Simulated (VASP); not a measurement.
Input of a VASP 6.6.1 run:

INCAR

```
ALGO = Normal ; EDIFF = 1E-7
ENCUT = 520 ; GGA = PS
ISIF = 2 ; ISMEAR = 0
LASPH = True ; LCHARG = False
LREAL = False ; LWAVE = False
NBANDS = 21 ; NELM = 60
PREC = Accurate ; SIGMA = 0.02
```

The input KPOINTS:

```
k-points
0
Gamma
  6 6 6
```

The input POSCAR:

```
BaH2
1.0
    4.4420685946      0.0000000000      0.0000000000
   -2.2210342973      3.8469442483      0.0000000000
    0.0000000000      0.0000000000      5.9860335335
Ba H
2 4
Direct
    0.6666666667      0.3333333333      0.7500000000
    0.3333333333      0.6666666667      0.2500000000
    0.3333333333      0.6666666667      0.7500000000
    0.6666666667      0.3333333333      0.2500000000
    0.0000000000      0.0000000000      0.5000000000
    0.0000000000      0.0000000000      0.0000000000
```

Potentials or basis: VASP PAW PBE potentials, release 64 (Ba_sv, H).

Run with:

```console
$ cat potpaw_PBE.64/Ba_sv/POTCAR potpaw_PBE.64/H/POTCAR > POTCAR
$ mpirun -np 1 vasp_std > vasp.out
```

Estimate the band gap on the k mesh.

1.45 eV (least direct gap 2.52 eV).

Predict the pressure.

-1.2 GPa.

Caveat: the PAW data sets were made with another functional, which shifts forces and pressure a little; spin-orbit coupling is left out, which moves the levels of the heavy elements. A k mesh can miss the band edges.
